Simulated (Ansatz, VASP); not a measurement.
## KH4: VASP beside Ansatz

```
K H
1.0
     4.59852    0.00000    0.00000
     0.00000    4.59852    0.00000
     0.00000    0.00000    4.59852
K H
1 4
Direct
  0.00000 0.00000 0.00000
  0.50000 0.00000 0.00000
  0.00000 0.50000 0.00000
  0.00000 0.00000 0.50000
  0.50000 0.50000 0.50000
```

Alike in both runs: functional PBE; k mesh 4 × 4 × 4; occupations gaussian, width 0.1 eV; no spin polarisation.

Ansatz relaxed the structure, and its values are those at the end. VASP's run is a single point on that final structure, the one shown.

|  | VASP | Ansatz |
| --- | --- | --- |
| version | VASP 6.6.1 | Ansatz 0.2.0 |
| potentials or method | VASP PAW PBE potentials, release 64 (K_sv, H), cutoff 520 eV | scalar-relativistic, plane waves, PAW |
| valence electrons in the cell | 13 | 13 |

|  | VASP | Ansatz | Ansatz less VASP |
| --- | --- | --- | --- |
| gap on the k mesh at the Fermi level (eV) | none | none | - |
| pressure (GPa) | 0.2 | 0.2 | +0.01 |

A gap of «none» marks a metal or a gap that the smearing closes. With one functional, cell and mesh, what is left measures potentials, basis and numerics.
